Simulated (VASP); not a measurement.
Runs of VASP 6.6.1 on InGa2O. The structure is that of space group R-3m (No. 166), or close to it. The cells are those of the table. 

| task | spin | cell | cutoff (eV) | gap on the mesh (eV) | pressure (GPa) | moment (μB) | largest force (eV/Å) |
| --- | --- | --- | --- | --- | --- | --- | --- |
| single point | off | a = 4.779 Å, angles 67.1°, 4 atoms | 520 | none | 0.0 | - | 0.03 |
| single point | collinear, ferromagnetic start | a = 4.779 Å, angles 67.1°, 4 atoms | 520 | none | 0.0 | 0.00 | 0.03 |
| relaxation of cell and atoms | off | relaxed from a = 4.524 Å, angles 62.4°, 4 atoms | 600 | none | 0.0 | - | 0.02 |
| single point | collinear, ferromagnetic start | a = 4.524 Å, angles 62.4°, 4 atoms | 520 | none | (a) | 0.00 | 0.83 |
| single point | off | a = 4.524 Å, angles 62.4°, 4 atoms | 520 | none | 9.9 | - | 0.83 |

Alike in all rows: level PBE; potentials or basis VASP PAW PBE potentials, release 64 (In_d, Ga_d, O); k mesh 6 × 6 × 6; smearing gaussian 0.1 eV.

**Question.** Estimate the missing entries.

**Answer.** (a) 10.0.

Caveats: spin-orbit coupling is left out, which moves the levels of the heavy elements; an odd number of electrons without spin polarisation forces a metal (some runs); a magnetic or distorted state may lie lower (some runs).

A k mesh can miss the band edges, and the runs leave out spin-orbit coupling on Ga, In.

A gap of «none» marks levels without a gap at the run's occupations.
